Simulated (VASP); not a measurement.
Here is a VASP 6.6.1 calculation.

INCAR

```
ALGO = Normal
EDIFF = 1E-7
ENCUT = 520
GGA = PS
ISIF = 2
ISMEAR = 0
LASPH = T
LCHARG = F
LREAL = F
LWAVE = F
NBANDS = 16
NELM = 60
PREC = Accurate
SIGMA = 0.05
```

Contents of KPOINTS:

```
k-points
0
Gamma
  12 12 12
```

POSCAR

```
GaAs
1.0
    0.0000000000      3.2633599460      2.1211839649
    3.2633599460      0.0000000000      2.1211839649
    3.2633599460      3.2633599460      0.0000000000
Ga As
1 1
Direct
    0.0000000000      0.0000000000      0.0000000000
    0.7500000000      0.7500000000      0.7500000000
```

Potentials or basis: VASP PAW PBE potentials, release 64 (Ga_d, As).

Launch:

```sh
$ cat potpaw_PBE.64/Ga_d/POTCAR potpaw_PBE.64/As/POTCAR > POTCAR
$ mpirun -np 1 vasp_std > vasp.out
```

(1) What does it give for the band gap on the k mesh?

(2) Predict the pressure.

Answers

(1) zero (band 9 reaches 4.61 eV, above the bottom of band 10 at 2.93 eV).

(2) -3.5 GPa.

Caveat: the PAW data sets were made with another functional, which shifts forces and pressure a little.
